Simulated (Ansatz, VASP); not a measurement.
NbAg4: VASP beside Ansatz

```
Nb Ag
1.0
    -3.09802    3.09802    3.09802
     3.09802   -3.09802    3.09802
     3.09802    3.09802   -3.09802
Nb Ag
1 4
Direct
  0.00000 0.00000 0.00000
  0.00000 0.00000 0.50000
  0.00000 0.50000 0.00000
  0.50000 0.00000 0.00000
  0.50000 0.50000 0.50000
```

Change from the starting cell: species swapped into the CrGa4 type (Im-3m, No. 229).

Alike in both runs: task relaxation of cell and atoms; functional PBE; k mesh 8 × 8 × 8; occupations gaussian, width 0.1 eV; no spin polarisation.

```csv
,VASP,Ansatz
version,VASP 6.6.1,Ansatz 0.2.0
potentials or method,"VASP PAW PBE potentials, release 64 (Nb_sv, Ag), cutoff 600 eV","scalar-relativistic, plane waves, PAW"
valence electrons in the cell,57,89
```

VASP gave:

* gap on the k mesh at the Fermi level, each at its own relaxed structure (eV): none
* relaxed volume (Å³/atom): 23.91
* relaxed cell length with the largest relative difference (Å): 5.375

Task: Estimate Ansatz's values.

Result: gap on the k mesh at the Fermi level, each at its own relaxed structure (eV): none; relaxed volume (Å³/atom): 23.93; relaxed cell length with the largest relative difference (Å): 5.377.

A gap of «none» marks a metal or a gap that the smearing closes. VASP's potentials hold 57 valence electrons a cell and Ansatz's 89, so a difference there can come from the potentials and not from the codes.
